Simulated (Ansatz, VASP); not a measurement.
InP: VASP beside Ansatz

```
In P
1.0
     0.00000    3.01842    2.84259
     3.01842    0.00000    2.84259
     3.01842    3.01842    0.00000
In P
1 1
Direct
  0.00000 0.00000 0.00000
  0.75000 0.75000 0.75000
```

Change from the starting cell: strain +0.030 along x and y, -0.030 along z, atoms carried along.

Alike in both runs: task single point; functional r2SCAN; k mesh 8 × 8 × 8; occupations gaussian, width 0.05 eV; no spin polarisation.

|  | VASP | Ansatz |
| --- | --- | --- |
| version | VASP 6.6.1 | Ansatz 0.2.0 |
| potentials or method | VASP PAW PBE potentials, release 64 (In_d, P), cutoff 520 eV | scalar-relativistic, plane waves, PAW |
| valence electrons in the cell | 18 | 18 |

Ansatz gave:

- gap on the k mesh at the Fermi level (eV): 0.81
- least direct gap on the mesh (eV): 0.81
- pressure (GPa): -0.4
- traceless stress, the component that is largest in VASP (GPa): 1.58

Question: Estimate VASP's values.

Answer: gap on the k mesh at the Fermi level (eV): 0.81; least direct gap on the mesh (eV): 0.81; pressure (GPa): -0.5; traceless stress, the component that is largest in VASP (GPa): 1.60.

VASP's potentials were made for PBE, not for r2SCAN.
